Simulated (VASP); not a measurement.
**AlNi (rocksalt type): relaxation of cell and atoms with PBE**

AlNi (rocksalt type):

```
CELL_PARAMETERS angstrom
0.00000 2.07577 2.07577
2.07577 0.00000 2.07577
2.07577 2.07577 0.00000
ATOMIC_POSITIONS crystal
Ni 0.00000 0.00000 0.00000
Al 0.50000 0.50000 0.50000
```

```yaml
Program: VASP 6.6.1
Task: relaxation of cell and atoms
Functional: PBE
Potentials_or_basis: VASP PAW PBE potentials, release 64 (Ni, Al)
Cutoff: 600 eV
k_mesh: 16 × 16 × 16
Occupations: fermi-dirac, width 0.05 eV
Spin: no spin polarisation
Target_pressure: 140 GPa
Dipole_correction: no
Further_INCAR_settings: ALGO = Normal; EDIFF = 1e-07; IBRION = 2; EDIFFG = -0.005; NSW = 32; ISIF = 3
```

- Relaxed volume: 8.95 Å³/atom
- Relaxed cell: a = 2.936 Å, b = 2.936 Å, c = 2.936 Å, α = 60.00°, β = 60.00°, γ = 60.00°
- Space group after relaxing (to 0.05 Å): Fm-3m (No. 225)
- Energy change on relaxing (the enthalpy is what falls): -4.1 meV/atom
- Ionic steps: 3
- Pressure after relaxing: 140.0 GPa

The path:
| step | energy change (eV) | largest force (eV/Å) | pressure (GPa) | volume (Å³) |
| --- | --- | --- | --- | --- |
| 1 | 0.0000 | 0.0000 | 140.33 | 17.89 |
| 2 | -0.0410 | 0.0000 | 138.79 | 17.94 |
| 3 | -0.0082 | 0.0000 | 140.02 | 17.90 |

Final structure:
```
Ni Al
1.0
     0.00000    2.07613    2.07613
     2.07613    0.00000    2.07613
     2.07613    2.07613    0.00000
Ni Al
1 1
Cartesian
  0.0000 0.0000 0.0000
  2.0761 2.0761 2.0761
```

Levels at points of the mesh, in eV from the Fermi level:
```csv
k point,band 3,band 4,band 5,band 6,band 7,band 8,band 9,band 10
"(0.00, 0.00, 0.00)",-4.29,-4.29,-3.98,-3.98,10.12,10.12,10.12,12.25
"(0.50, 0.00, 0.00)",-4.65,-4.65,-2.81,-2.81,-1.27,7.76,7.76,11.04
"(0.50, 0.50, 0.00)",-5.79,-3.36,-2.51,-2.51,-0.24,2.09,2.09,7.49
```

It took 49 s on 1 thread of Intel(R) Xeon(R) Platinum 8488C (Sapphire Rapids), on a shared host, peak memory 0.17 GiB.

Caveat: the cell is relaxed towards a set pressure, so the enthalpy falls and the energy may rise. Spin polarisation is off, so any magnetic state and its effect on volume and gap are missing.
